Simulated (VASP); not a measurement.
Input of a VASP 6.6.1 run:

INCAR

```
PREC = Accurate
ENCUT = 520
EDIFF = 1E-8
ISMEAR = -1
SIGMA = 0.01
LREAL = False
LASPH = True
NELM = 120
ALGO = Normal
ISIF = 2
LWAVE = False
LCHARG = False
GGA = PS
LEFG = True
NBANDS = 14
GGA_COMPAT = False
```

File KPOINTS:

```
Automatic mesh
0
Gamma
  10 10 10
```

File POSCAR:

```
HfN
1.0
    0.0000000000      2.3033053658      2.3033053658
    2.3033053658      0.0000000000      2.3033053658
    2.3033053658      2.3033053658      0.0000000000
Hf N
1 1
Direct
    0.0000000000      0.0000000000      0.0000000000
    0.5000000000      0.5000000000      0.5000000000
```

Potentials or basis: VASP PAW PBE potentials, release 64 (Hf_pv, N).

Command:

```console
$ cat potpaw_PBE.64/Hf_pv/POTCAR potpaw_PBE.64/N/POTCAR > POTCAR
$ mpirun -np 1 vasp_std > vasp.out
```

(1) Predict the pressure.

## Answers

(1) -18.9 GPa.

Caveat: without QUAD_EFG the Cq values of the log hold for a quadrupole moment of 1 mb, not for the nuclei; the PAW data sets were made with another functional, which shifts forces and pressure a little.
